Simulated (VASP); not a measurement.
# PbS (NiAs type) (P6_3/mmc) in VASP: notebook

PbS (NiAs type) is run at these levels: PBE; tasks: relaxation of cell and atoms, single point.

All numbers are computed with VASP 6.6.1; they aren't measurements. Logs are shortened: lines on timing, memory, paths and dates and some standing lists are left out, and cuts for length are marked.

## Step 1: The cell of the first run

The structure is hexagonal, space group P6_3/mmc (No. 194). The conventional cell has a = 3.838 Å, b = 3.838 Å, c = 5.950 Å, α = 90.00°, β = 90.00°, γ = 120.00°. Within 3.5 Å of Pb (site symmetry -3m) lie 6 S at 2.67 Å and 2 Pb at 2.97 Å. Within 3.5 Å of S (site symmetry -6m2) lie 6 Pb at 2.67 Å.

## Step 2: Relaxation of cell and atoms, PBE, target pressure 40 GPa, at which the enthalpy is minimised

INCAR

```
SYSTEM = PbS
PREC = Accurate
ENCUT = 600
EDIFF = 1E-6
ISMEAR = -1
SIGMA = 0.1
LREAL = .False.
LASPH = .True.
NELM = 100
ALGO = Normal
ISIF = 3
LWAVE = .False.
LCHARG = .False.
GGA = PE
IBRION = 2
NSW = 60
EDIFFG = -0.005
PSTRESS = 400.0
```

KPOINTS

```
regular mesh
0
Gamma
  10 10 6
  0 0 0
```

POSCAR

```
PbS
1.0
    3.8384934116      0.0000000000      0.0000000000
   -1.9192467058      3.3242328067      0.0000000000
    0.0000000000      0.0000000000      5.9496647880
Pb S
2 2
Direct
    0.0000000000      0.0000000000      0.0000000000
    0.0000000000      0.0000000000      0.5000000000
    0.3333333333      0.6666666667      0.2500000000
    0.6666666667      0.3333333333      0.7500000000
```

Potentials or basis: VASP PAW PBE potentials, release 64 (Pb_d, S).

Launch:

```
$ cat potpaw_PBE.64/Pb_d/POTCAR potpaw_PBE.64/S/POTCAR > POTCAR
$ mpirun -np 1 vasp_std > vasp.out
```

OUTCAR:

```text
SYSTEM = PbS
   PREC = Accurate
   ENCUT = 600
   EDIFF = 1E-6
   ISMEAR = -1
   LREAL = .False.
   LASPH = .True.
   NELM = 100
   ISIF = 3
   GGA = PE
   IBRION = 2
   NSW = 60
   EDIFFG = -0.005
   PSTRESS = 400.0

 ion  position               nearest neighbor table
   1  0.000  0.000  0.000-   3 2.67   4 2.67   3 2.67   4 2.67   4 2.67   3 2.67   2 2.97   2 2.97

   2  0.000  0.000  0.500-   3 2.67   4 2.67   3 2.67   4 2.67   4 2.67   3 2.67   1 2.97   1 2.97

   3  0.333  0.667  0.250-   1 2.67   2 2.67   1 2.67   2 2.67   1 2.67   2 2.67
   4  0.667  0.333  0.750-   1 2.67   2 2.67   1 2.67   2 2.67   1 2.67   2 2.67

  LATTYP: Found a hexagonal cell.
 ALAT       =     3.8384934116
 C/A-ratio  =     1.5500000000

  Lattice vectors:

 A1 = (   3.8384934116,   0.0000000000,   0.0000000000)
 A2 = (  -1.9192467058,   3.3242328067,   0.0000000000)
 A3 = (   0.0000000000,   0.0000000000,   5.9496647880)

Analysis of symmetry for initial positions (statically):
=====================================================================
 Subroutine PRICEL returns:
 Original cell was already a primitive cell.

 Routine SETGRP: Setting up the symmetry group for a
 hexagonal supercell.

 Subroutine GETGRP returns: Found 24 space group operations
 (whereof 12 operations were pure point group operations)
 out of a pool of 24 trial point group operations.

The static configuration has the point symmetry D_3d.
 The point group associated with its full space group is D_6h.

Analysis of symmetry for dynamics (positions and initial velocities):
=====================================================================
 Subroutine PRICEL returns:
 Original cell was already a primitive cell.

 Routine SETGRP: Setting up the symmetry group for a
 hexagonal supercell.

 Subroutine GETGRP returns: Found 24 space group operations
 (whereof 12 operations were pure point group operations)
 out of a pool of 24 trial point group operations.

The dynamic configuration has the point symmetry D_3d.
 The point group associated with its full space group is D_6h.

 Subroutine INISYM returns: Found 24 space group operations
 (whereof 12 operations are pure point group operations),
 and found     1 'primitive' translations

----------------------------------------------------------------------------------------

                                     Primitive cell

  volume of cell :      75.9180

  direct lattice vectors                    reciprocal lattice vectors
     3.838493412  0.000000000  0.000000000     0.260518879  0.150410645  0.000000000
    -1.919246706  3.324232807  0.000000000     0.000000000  0.300821290  0.000000000
     0.000000000  0.000000000  5.949664788     0.000000000  0.000000000  0.168076696

  length of vectors
     3.838493412  3.838493412  5.949664788     0.300821290  0.300821290  0.168076696

  position of ions in fractional coordinates (direct lattice)
     0.000000000  0.000000000  0.000000000
     0.000000000  0.000000000  0.500000000
     0.333333333  0.666666667  0.250000000
     0.666666667  0.333333333  0.750000000

  ion indices of the primitive-cell ions
   primitive index   ion index
                 1           1
                 2           2
                 3           3
                 4           4

----------------------------------------------------------------------------------------

 KPOINTS: regular mesh

Automatic generation of k-mesh.
 Grid dimensions read from file:
 generate k-points for:   10   10    6

 Generating k-lattice:

  Cartesian coordinates                     Fractional coordinates (reciprocal lattice)
     0.026051888  0.015041064  0.000000000     0.100000000  0.000000000  0.000000000
     0.000000000  0.030082129  0.000000000     0.000000000  0.100000000  0.000000000
     0.000000000  0.000000000  0.028012783     0.000000000  0.000000000  0.166666667

  Length of vectors
     0.030082129  0.030082129  0.028012783

  Shift w.r.t. Gamma in fractional coordinates (k-lattice)
     0.000000000  0.000000000  0.000000000

 Subroutine IBZKPT returns following result:
 ===========================================

 Found     56 irreducible k-points:

 Following reciprocal coordinates:
            Coordinates               Weight
  0.000000  0.000000  0.000000      1.000000
  0.100000 -0.000000  0.000000      6.000000
  0.200000 -0.000000  0.000000      6.000000
  0.300000  0.000000  0.000000      6.000000
  0.400000  0.000000  0.000000      6.000000
  0.500000  0.000000  0.000000      3.000000
[... 16 lines left out ...]
  0.300000  0.100000  0.166667     24.000000
  0.400000  0.100000  0.166667     24.000000
 [... further k-points ...]
   k-points           NKPTS =     56   k-points in BZ     NKDIM =     56   number of bands    NBANDS=     24
   number of dos      NEDOS =    301   number of ions     NIONS =      4
   total plane-waves  NPLWV =  49152
   dimension x,y,z NGX =    32 NGY =   32 NGZ =   48
   dimension x,y,z NGXF=    64 NGYF=   64 NGZF=   96
   ions per type =               2   2
   NGX,Y,Z   is equivalent  to a cutoff of  13.86, 13.86, 13.41 a.u.
   NGXF,Y,Z  is equivalent  to a cutoff of  27.72, 27.72, 26.82 a.u.
 SYSTEM =  PbS
   PREC   = accura    normal or accurate (medium, high low for compatibility)
   ISTART =      0    job   : 0-new  1-cont  2-samecut
   ICHARG =      2    charge: 1-file 2-atom 10-const
   ISPIN  =      1    spin polarized calculation?
   LNONCOLLINEAR =      F non collinear calculations
   LSORBIT =      F    spin-orbit coupling
   LASPH  =      T    aspherical Exc in radial PAW
   ENCUT  =  600.0 eV  44.10 Ry    6.64 a.u.   7.67  7.67 11.88*2*pi/ulx,y,z
   NELM   =    100;   NELMIN=  2; NELMDL= -5     # of ELM steps
   EDIFF  = 0.1E-05   stopping-criterion for ELM
   LREAL  =      F    real-space projection
   EDIFFG = -.5E-02   stopping-criterion for IOM
   NSW    =     60    number of steps for IOM
   IBRION =      2    ionic relax: 0-MD 1-quasi-New 2-CG
   NFREE  =      1    steps in history (QN), initial steepest desc. (CG)
   ISIF   =      3    stress and relaxation
   ISYM   =      2    0-nonsym 1-usesym 2-fastsym
   POTIM  = 0.5000    time-step for ionic-motion
   TEBEG  =    0.0;   TEEND  =   0.0 temperature during run
   PSTRESS=  400.0 pullay stress
   NELECT =      40.0000    total number of electrons
   NUPDOWN=      -1.0000    fix difference up-down
   EMIN   =  10.00;   EMAX   =-10.00  energy-range for DOS
   EFERMI =   0.00;   METHOD = LEGACY
   ISMEAR =    -1;   SIGMA  =   0.10  broadening in eV -4-tet -1-fermi 0-gaus
   EFERMI_NEDOS =   21; number of points for ismear=-14 and -15
   IALGO  =     38    algorithm
   IMIX   =      4    mixing-type and parameters
     AMIX     =   0.40;   BMIX     =  1.00
     AMIX_MAG =   1.60;   BMIX_MAG =  1.00
  volume/ion in A,a.u.               =      18.98       128.08
  Fermi-wavevector in a.u.,A,eV,Ry     =   1.322249  2.498688 23.787643  1.748342
  Thomas-Fermi vector in A             =   2.451944
   LORBIT       =      0    0 simple, 1 ext, 2 COOP (PROOUT), +10 PAW based schemes
   GGA     = PE    functional components
   LHFCALC =     F    Hartree Fock is set to
   AEXX    =    0.0000 exact exchange contribution
   IVDW    =     0    specifies the selected vdW correction
   LEPSILON=     F    determine dielectric tensor
   LRPA    =     F    only Hartree local field effects (RPA)
 conjugate gradient relaxation of ions
 non-spin polarized calculation
  energy-cutoff  :      600.00
  volume of cell :       75.92
 maximum number of plane-waves:      2556
 NGX is ok and might be reduce to    32
   NGX = 15   NGY = 15   NGZ = 23

--------------------------------------- Ionic step        1  -------------------------------------------

 number of electron      40.0000003 magnetization

 Free energy of the ion-electron system (eV)
  ---------------------------------------------------
  ext. energy  EPLUGINS =         0.00000000
  ---------------------------------------------------
  free energy    TOTEN  =       -13.60228945 eV

  energy without entropy =      -13.58655821  energy(sigma->0) =      -13.59442383

------------------------ aborting loop because EDIFF is reached ----------------------------------------

  FORCE on cell =-STRESS in cart. coord.  units (eV):
  Direction    XX          YY          ZZ          XY          YZ          ZX
  --------------------------------------------------------------------------------------
  -------------------------------------------------------------------------------------
  Total       18.7194268     18.7194268     25.0828302      0.0000000     -0.0000000      0.0000000
  in kB      395.0557627    395.0557627    529.3493607      0.0000000     -0.0000000      0.0000000
  external PRESSURE =      39.8202954 kB  Pullay stress =     400.0000000 kB
[... 65 lines left out ...]
  enthalpy is  TOTEN    =         5.1838581940 eV   P V=       20.2399237208

--------------------------------------- Ionic step        3  -------------------------------------------

 number of electron      40.0000006 magnetization

 E-fermi :   9.7731     XC(G=0): -10.9682

 val. band max:        9.7717588363   @ k =   0.3000   0.3000   0.1667
 cond. band min:      10.0195630061   @ k =   0.5000   0.0000   0.1667
 fundamental gap:      0.2478041698
 Fermi energy:         9.7730850015

 k-point     1 :       0.0000    0.0000    0.0000
  band No.  band energies     occupation
      1      -8.2865      2.00000
      2      -8.0356      2.00000
      3      -8.0356      2.00000
      4      -7.8770      2.00000
      5      -7.8770      2.00000
      6      -7.8547      2.00000
[... 637 lines left out ...]
     23      12.5151      0.00000
     24      13.6925      0.00000

 [... further k-points ...]

------------------------ aborting loop because EDIFF is reached ----------------------------------------

  FORCE on cell =-STRESS in cart. coord.  units (eV):
  Direction    XX          YY          ZZ          XY          YZ          ZX
  --------------------------------------------------------------------------------------
  -------------------------------------------------------------------------------------
  Total       15.0645387     15.0645387     19.6489840      0.0000000      0.0000000      0.0000000
  in kB      301.3926132    301.3926132    393.1125099      0.0000000      0.0000000      0.0000000
  external PRESSURE =     -68.0340879 kB  Pullay stress =     400.0000000 kB
[... 19 lines left out ...]
  FREE ENERGIE OF THE ION-ELECTRON SYSTEM (eV)
  ---------------------------------------------------
  free  energy   TOTEN  =       -14.8171972327 eV

  energy  without entropy=      -14.8031267815  energy(sigma->0) =      -14.81016201

  enthalpy is  TOTEN    =         5.1760449222 eV   P V=       19.9932421549

[... ionic steps 4 to 11 ...]

--------------------------------------- Ionic step       12  -------------------------------------------

 number of electron      39.9999993 magnetization

------------------------ aborting loop because EDIFF is reached ----------------------------------------

  FORCE on cell =-STRESS in cart. coord.  units (eV):
  Direction    XX          YY          ZZ          XY          YZ          ZX
  --------------------------------------------------------------------------------------
  -------------------------------------------------------------------------------------
  Total       18.1486413     18.1486413     18.1052829      0.0000000     -0.0000000     -0.0000000
  in kB      401.0941998    401.0941998    400.1359572      0.0000000     -0.0000000     -0.0000000
  external PRESSURE =       0.7747856 kB  Pullay stress =     400.0000000 kB
[... 65 lines left out ...]
  enthalpy is  TOTEN    =         4.3214264576 eV   P V=       18.1063022470

--------------------------------------- Ionic step       14  -------------------------------------------

 number of electron      39.9999994 magnetization

 Free energy of the ion-electron system (eV)
  ---------------------------------------------------
  ext. energy  EPLUGINS =         0.00000000
  ---------------------------------------------------
  free energy    TOTEN  =       -13.79033321 eV

  energy without entropy =      -13.75724844  energy(sigma->0) =      -13.77379083

 E-fermi :  10.7352     XC(G=0): -11.5907

 val. band max:       10.7309996885   @ k =   0.4000   0.2000   0.1667
 cond. band min:      10.7529931717   @ k =   0.4000   0.0000   0.1667
 fundamental gap:      0.0219934832
 Fermi energy:        10.7352427387

 k-point     1 :       0.0000    0.0000    0.0000
  band No.  band energies     occupation
      1      -6.9445      2.00000
      2      -6.8449      2.00000
      3      -6.8449      2.00000
      4      -6.8226      2.00000
      5      -6.8226      2.00000
      6      -6.7590      2.00000
[... 637 lines left out ...]
     23      13.2995      0.00000
     24      14.8298      0.00000

 [... further k-points ...]

------------------------ aborting loop because EDIFF is reached ----------------------------------------

  FORCE on cell =-STRESS in cart. coord.  units (eV):
  Direction    XX          YY          ZZ          XY          YZ          ZX
  --------------------------------------------------------------------------------------
  -------------------------------------------------------------------------------------
  Total       18.1085837     18.1085837     18.1143894      0.0000000     -0.0000000      0.0000000
  in kB      399.9299218    399.9299218    400.0581415      0.0000000     -0.0000000      0.0000000
  external PRESSURE =      -0.0273383 kB  Pullay stress =     400.0000000 kB
[... 19 lines left out ...]
  FREE ENERGIE OF THE ION-ELECTRON SYSTEM (eV)
  ---------------------------------------------------
  free  energy   TOTEN  =       -13.7903332130 eV

  energy  without entropy=      -13.7572484421  energy(sigma->0) =      -13.77379083

  enthalpy is  TOTEN    =         4.3214235644 eV   P V=       18.1117567774

 reached required accuracy - stopping structural energy minimisation
```

Wall time 17 min (1 thread of AMD EPYC 7R13, shared host); peak memory 0.27 GiB.

What came out:

| Property | Result |
| --- | --- |
| Free energy | -13.7903 eV |
| Relaxed volume | 18.14 Å³/atom |
| Relaxed cell | a = 3.355 Å, b = 3.355 Å, c = 7.443 Å, α = 90.00°, β = 90.00°, γ = 120.00° |
| Space group after relaxing (to 0.1 Å) | P6_3/mmc (No. 194) |
| Energy change on relaxing (the run minimises the enthalpy) | -47.0 meV/atom |
| Ionic steps | 14 |
| Pressure after relaxing | 40.0 GPa |
| Band gap on the k mesh | zero (bands 20 and 21 overlap by 3.04 eV) |

The path:
| step | energy change (eV) | largest force (eV/Å) | pressure (GPa) | volume (Å³) |
| --- | --- | --- | --- | --- |
| 1 | 0.0000 | 0.0000 | 43.98 | 75.92 |
| 2 | -1.4538 | 0.0000 | 30.98 | 81.07 |
| 3 | -1.2149 | 0.0000 | 33.20 | 80.08 |
| 4 | -1.1538 | 0.0000 | 34.55 | 79.11 |
| 5 | -0.7573 | 0.0000 | 37.78 | 75.48 |
| 6 | 2.5006 | 0.0000 | 55.60 | 65.62 |
| 7 | -0.3157 | 0.0000 | 39.67 | 73.09 |
| 8 | -0.0776 | 0.0000 | 40.72 | 72.11 |
| 9 | -0.1534 | 0.0000 | 40.39 | 72.41 |
| 10 | -0.2150 | 0.0000 | 39.49 | 72.66 |
| 11 | -0.1750 | 0.0000 | 40.08 | 72.49 |
| 12 | -0.1754 | 0.0000 | 40.08 | 72.50 |
| 13 | -0.1826 | 0.0000 | 40.03 | 72.52 |
| 14 | -0.1880 | 0.0000 | 40.00 | 72.55 |

Final structure:
```
CELL_PARAMETERS angstrom
3.35475 0.00000 0.00000
-1.67737 2.90529 0.00000
0.00000 0.00000 7.44323
ATOMIC_POSITIONS crystal
Pb 0.00000 0.00000 0.00000
Pb 0.00000 0.00000 0.50000
S 0.33333 0.66667 0.25000
S 0.66667 0.33333 0.75000
```

Caveat: the cell is relaxed towards a set pressure, so the run minimises the enthalpy, not the energy; a cell axis changed by over 15 % at a fixed basis, so the end point is rough; spin-orbit coupling is left out, which moves the levels of the heavy elements.

[end of part 1 of 2]
